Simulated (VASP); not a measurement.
Set up this calculation in VASP 6.6.1, as the native input.

```
Task                   : relaxation of cell and atoms
Functional             : PBEsol
Potentials or basis    : VASP PAW PBE potentials, release 64 (Ga_d)
Cutoff                 : 600 eV
k mesh                 : 20 × 20 × 20
Occupations            : fermi-dirac, width 0.05 eV
Spin                   : no spin polarisation
Target pressure        : 230 GPa
Dipole correction      : no
Further INCAR settings : ALGO = Normal; EDIFF = 1e-06; IBRION = 2; EDIFFG = -0.005; NSW = 32; ISIF = 3
```

The structure of Ga lies in POSCAR:

```
Ga
1.0
   -1.3013053140      1.3013053140      1.3013053140
    1.3013053140     -1.3013053140      1.3013053140
    1.3013053140      1.3013053140     -1.3013053140
Ga
1
Direct
    0.0000000000      0.0000000000      0.0000000000
```

This isn't the form of Ga at room conditions, which is orthorhombic.

These files were run (other wordings do the same):

INCAR

```
SYSTEM = Ga
  PREC = Accurate
  ENCUT = 600
  EDIFF = 1E-6
  ISMEAR = -1
  SIGMA = 0.05
  LREAL = .False.
  LASPH = .True.
  NELM = 100
  ALGO = Normal
  ISIF = 3
  LWAVE = .False.
  LCHARG = .False.
  GGA = PS
  IBRION = 2
  NSW = 32
  EDIFFG = -0.005
  PSTRESS = 2300.0
```

KPOINTS

```
Automatic mesh
0
Gamma
  20 20 20
  0 0 0
```

Potentials or basis: VASP PAW PBE potentials, release 64 (Ga_d).

Run with:

```bash
$ cat potpaw_PBE.64/Ga_d/POTCAR > POTCAR
$ mpirun -np 1 vasp_std > vasp.out
```

Results of the run:

| Item | Value |
| --- | --- |
| Relaxed volume | 8.84 Å³/atom |
| Relaxed cell | a = 2.256 Å, b = 2.256 Å, c = 2.256 Å, α = 109.47°, β = 109.47°, γ = 109.47° |
| Space group after relaxing (to 0.1 Å) | Im-3m (No. 229) |
| Energy change on relaxing (the run minimises the enthalpy) | -31.4 meV/atom |
| Ionic steps | 3 |
| Pressure after relaxing | 230.0 GPa |
| Band gap on the k mesh | zero (an odd number of electrons rules out a gap without spin polarisation) |

Caveat: the cell is relaxed towards a set pressure, so the run minimises the enthalpy, not the energy; the PAW data sets were made with another functional, which shifts forces and pressure a little.

Run time: 80 s on 1 thread of Intel Xeon 8259CL, with other jobs on the host, peak memory 0.15 GiB.
